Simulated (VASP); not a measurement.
# PbSe (Fmm2) in VASP: single point with LDA

Aim: the single point of PbSe with LDA.

All numbers are computed with VASP 6.6.1; they aren't measurements. Logs are shortened: lines on timing, memory, paths and dates and some standing lists are left out, and cuts for length are marked.

## Step 1: The cell of the first run

Symmetry: Fmm2, No. 42, orthorhombic system. Conventional cell: a = 6.236 Å, b = 24.002 Å, c = 6.251 Å, α = 90.00°, β = 90.00°, γ = 90.00°. Pb (site symmetry m) has 5 Se at 2.83 to 3.21 Å within 3.7 Å. Se (site symmetry m) has 5 Pb at 2.83 to 3.21 Å within 3.7 Å.

## Step 2: Single point, LDA

The input, INCAR:

```
PREC     = Accurate       # precision mode
ENCUT    = 520            # plane-wave cutoff, eV
EDIFF    = 1E-7           # SCF threshold, eV
ISMEAR   = 1              # smearing method
SIGMA    = 0.05           # smearing width, eV
LREAL    = F              # projectors in reciprocal space
LASPH    = T              # aspherical terms in the spheres
NELM     = 60             # most SCF steps
ALGO     = Normal         # electronic algorithm
ISIF     = 2              # what is computed and relaxed
LWAVE    = F              # write WAVECAR
LCHARG   = F              # write CHGCAR
NBANDS   = 28             # bands
```

The input, KPOINTS:

```
Automatic mesh
0
Gamma
  6 6 6
```

The input, POSCAR:

```
PbSe
1.0
    0.0000000000     12.0007990000      3.1254420000
    3.1181510000      0.0000000000      3.1254420000
    3.1181510000     12.0007990000      0.0000000000
Pb Se
2 2
Direct
    0.1907300005      0.8052670009      0.1947329991
    0.8052670009      0.1907300005      0.8092699995
    0.6744229995      0.2955809999      0.7044190001
    0.2955809999      0.6744229995      0.3255770005
```

Potentials or basis: VASP PAW LDA potentials, release 64 (Pb_d, Se).

Run with:

```bash
cat potpaw_LDA.64/Pb_d/POTCAR potpaw_LDA.64/Se/POTCAR > POTCAR
mpirun -np 1 vasp_std > vasp.out
```

OUTCAR:

```text
PREC = Accurate
   ENCUT = 520
   EDIFF = 1E-7
   ISMEAR = 1
   LREAL = F
   LASPH = T
   NELM = 60
   ISIF = 2

 ion  position               nearest neighbor table
   1  0.191  0.805  0.195-   4 2.83   3 3.05   3 3.12   3 3.12   3 3.21
   2  0.805  0.191  0.809-   3 2.83   4 3.05   4 3.12   4 3.12   4 3.21
   3  0.674  0.296  0.704-   2 2.83   1 3.05   1 3.12   1 3.12   1 3.21
   4  0.296  0.674  0.326-   1 2.83   2 3.05   2 3.12   2 3.12   2 3.21

  LATTYP: Found a face centered orthorhombic cell.
 ALAT       =     6.2363020000
 B/A-ratio  =     1.0023382447
 C/A-ratio  =     3.8486907786

  Lattice vectors:

 A1 = (   0.0000000000,  12.0007990000,   3.1254420000)
 A2 = (  -3.1181510000,  12.0007990000,   0.0000000000)
 A3 = (  -3.1181510000,   0.0000000000,   3.1254420000)

Analysis of symmetry for initial positions (statically):
=====================================================================
 Subroutine PRICEL returns:
 Original cell was already a primitive cell.

 Routine SETGRP: Setting up the symmetry group for a
 face centered orthorhombic supercell.

 Subroutine GETGRP returns: Found  4 space group operations
 (whereof  4 operations were pure point group operations)
 out of a pool of  8 trial point group operations.

The static configuration has the point symmetry C_2v.

Analysis of symmetry for dynamics (positions and initial velocities):
=====================================================================
 Subroutine PRICEL returns:
 Original cell was already a primitive cell.

 Routine SETGRP: Setting up the symmetry group for a
 face centered orthorhombic supercell.

 Subroutine GETGRP returns: Found  4 space group operations
 (whereof  4 operations were pure point group operations)
 out of a pool of  8 trial point group operations.

The dynamic configuration has the point symmetry C_2v.

 Subroutine INISYM returns: Found  4 space group operations
 (whereof  4 operations are pure point group operations),
 and found     1 'primitive' translations

----------------------------------------------------------------------------------------

                                     Primitive cell

  volume of cell :     233.9100

  direct lattice vectors                    reciprocal lattice vectors
     0.000000000 12.000799000  3.125442000    -0.160351439  0.041663893  0.159977373
     3.118151000  0.000000000  3.125442000     0.160351439 -0.041663893  0.159977373
[... 89 lines left out ...]
   EDIFF  = 0.1E-06   stopping-criterion for ELM
   LREAL  =      F    real-space projection
   EDIFFG = 0.1E-05   stopping-criterion for IOM
   NSW    =      0    number of steps for IOM
   IBRION =     -1    ionic relax: 0-MD 1-quasi-New 2-CG
   NFREE  =      0    steps in history (QN), initial steepest desc. (CG)
   ISIF   =      2    stress and relaxation
   ISYM   =      2    0-nonsym 1-usesym 2-fastsym
   POTIM  = 0.5000    time-step for ionic-motion
   TEBEG  =    0.0;   TEEND  =   0.0 temperature during run
   PSTRESS=    0.0 pullay stress
   NELECT =      40.0000    total number of electrons
   NUPDOWN=      -1.0000    fix difference up-down
   EMIN   =  10.00;   EMAX   =-10.00  energy-range for DOS
   EFERMI =   0.00;   METHOD = LEGACY
   ISMEAR =     1;   SIGMA  =   0.05  broadening in eV -4-tet -1-fermi 0-gaus
   EFERMI_NEDOS =   21; number of points for ismear=-14 and -15
   IALGO  =     38    algorithm
   IMIX   =      4    mixing-type and parameters
     AMIX     =   0.40;   BMIX     =  1.00
     AMIX_MAG =   1.60;   BMIX_MAG =  1.00
  volume/ion in A,a.u.               =      58.48       394.63
  Fermi-wavevector in a.u.,A,eV,Ry     =   0.908682  1.717160 11.234370  0.825703
  Thomas-Fermi vector in A             =   2.032637
   LORBIT       =      0    0 simple, 1 ext, 2 COOP (PROOUT), +10 PAW based schemes
   GGA     = CA    functional components
   LHFCALC =     F    Hartree Fock is set to
   AEXX    =    0.0000 exact exchange contribution
   IVDW    =     0    specifies the selected vdW correction
   LEPSILON=     F    determine dielectric tensor
   LRPA    =     F    only Hartree local field effects (RPA)
 non-spin polarized calculation
 Methfessel and Paxton  Order N= 1 SIGMA  =   0.05
  energy-cutoff  :      520.00
  volume of cell :      233.91
 maximum number of plane-waves:      6336
 NGX is ok and might be reduce to    96
   NGX = 45   NGY = 17   NGZ = 45

 number of electron      40.0000002 magnetization

 Free energy of the ion-electron system (eV)
  ---------------------------------------------------
  ext. energy  EPLUGINS =         0.00000000
  ---------------------------------------------------
  free energy    TOTEN  =       -18.19459038 eV

  energy without entropy =      -18.19608856  energy(sigma->0) =      -18.19508978

 E-fermi :  -0.4932     XC(G=0):  -5.7493

 val. band max:       -0.5221986715   @ k =  -0.3333  -0.0000   0.1667
 cond. band min:       1.0650304664   @ k =  -0.3333  -0.0000   0.1667
 fundamental gap:      1.5872291380
 Fermi energy:        -0.4931778070

 k-point     1 :       0.0000    0.0000    0.0000
  band No.  band energies     occupation
      1     -16.7911      2.00000
      2     -16.6953      2.00000
      3     -16.6903      2.00000
      4     -16.6815      2.00000
      5     -16.6785      2.00000
      6     -16.6774      2.00000
[... 733 lines left out ...]
     27       5.4320      0.00000
     28       5.7152      0.00000

 [... further k-points ...]

------------------------ aborting loop because EDIFF is reached ----------------------------------------

  FORCE on cell =-STRESS in cart. coord.  units (eV):
  Direction    XX          YY          ZZ          XY          YZ          ZX
  --------------------------------------------------------------------------------------
  -------------------------------------------------------------------------------------
  Total       -3.1375309     -1.8334113     -3.1464172      0.0000000      0.0000000      0.0000000
  in kB      -21.4906644    -12.5580368    -21.5515319      0.0000000      0.0000000      0.0000000
  external PRESSURE =     -18.5334110 kB  Pullay stress =       0.0000000 kB

 VOLUME and BASIS-vectors are now :
 -----------------------------------------------------------------------------
  energy-cutoff  :      520.00
  volume of cell :      233.91
      direct lattice vectors                 reciprocal lattice vectors
     0.000000000 12.000799000  3.125442000    -0.160351439  0.041663893  0.159977373
     3.118151000  0.000000000  3.125442000     0.160351439 -0.041663893  0.159977373
     3.118151000 12.000799000  0.000000000     0.160351439  0.041663893 -0.159977373

 POSITION                                       TOTAL-FORCE (eV/Angst)
 -----------------------------------------------------------------------------------
      3.11815      4.62586      3.11293         0.000000      0.316009      0.011608
      3.11815     19.37573      3.11293         0.000000     -0.316009      0.011608
      3.11815     16.54721      3.03169         0.000000      0.321803     -0.011608
      3.11815      7.45439      3.03169         0.000000     -0.321803     -0.011608
 -----------------------------------------------------------------------------------
    total drift:                               -0.000020     -0.000009     -0.000018

  FREE ENERGIE OF THE ION-ELECTRON SYSTEM (eV)
  ---------------------------------------------------
  free  energy   TOTEN  =       -18.1945903829 eV

  energy  without entropy=      -18.1960885624  energy(sigma->0) =      -18.19508978
```

stdout:

```text
POSCAR found type information on POSCAR PbSe
 POSCAR found :  2 types and       4 ions
 scaLAPACK will be used
 LDA part: xc-table for (Slater(with rela. corr.)+CA(PZ))
 , standard interpolation
 POSCAR, INCAR and KPOINTS ok, starting setup
 FFT: planning ... GRIDC
 FFT: planning ... GRID_SOFT
 FFT: planning ... GRID
 WAVECAR not read
 entering main loop
```

It took 28 min on 1 thread of Intel Xeon 8259CL, shared host; peak memory 0.64 GiB.

What came out:

```yaml
Free_energy: -18.1946 eV
Pressure: -1.9 GPa
Largest_force: 0.322 eV/Å
Band_gap_on_the_k_mesh: 1.59 eV
```

Forces in eV/Å, atoms in the order of the input:
```
Pb   0.000  0.316  0.012
Pb   0.000 -0.316  0.012
Se   0.000  0.322 -0.012
Se   0.000 -0.322 -0.012
```

Levels at points of the mesh, in eV from the valence-band top:
```tsv
k point	band 18	band 19	band 20	band 21	band 22	band 23
(0.00, 0.00, 0.00)	-1.21	-1.20	-0.33	2.22	4.27	4.57
(0.50, 0.00, 0.00)	-0.77	0.00	0.00	1.59	1.59	2.53
(0.50, 0.50, 0.00)	-2.58	-1.24	-1.22	3.71	3.74	5.17
(0.50, 0.00, 0.50)	-1.21	-1.20	-0.33	2.14	4.57	4.76
(0.00, 0.50, 0.50)	-2.58	-1.24	-1.22	3.72	3.73	5.15
```

Caveat: spin-orbit coupling is left out, which moves the levels of the heavy elements. A k mesh can miss the band edges.
